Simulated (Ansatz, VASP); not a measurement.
Al: VASP beside Ansatz

```
Al
1.0
    -1.64567    1.64567    1.41725
     1.64567   -1.64567    1.41725
     1.64567    1.64567   -1.41725
Al
1
Direct
  0.00000 0.00000 0.00000
```

Alike in both runs: task single point; functional LDA; k mesh 22 × 22 × 22; occupations gaussian, width 0.15 eV; no spin polarisation.

|  | VASP | Ansatz |
| --- | --- | --- |
| version | VASP 6.6.1 | Ansatz 0.2.0 |
| potentials or method | VASP PAW LDA potentials, release 64 (Al), cutoff 520 eV | scalar-relativistic, plane waves, PAW |
| valence electrons in the cell | 3 | 3 |

VASP gave:

* gap on the k mesh at the Fermi level (eV): none
* pressure (GPa): 4.8
* traceless stress, the component that is largest in VASP (GPa): -1.19

Q: Which values does Ansatz return?

A: gap on the k mesh at the Fermi level (eV): none; pressure (GPa): 4.7; traceless stress, the component that is largest in VASP (GPa): -1.19.

LDA's correlation is that of Perdew and Zunger in VASP and of Perdew and Wang (1992) in Ansatz. A gap of «none» marks a metal or a gap that the smearing closes.
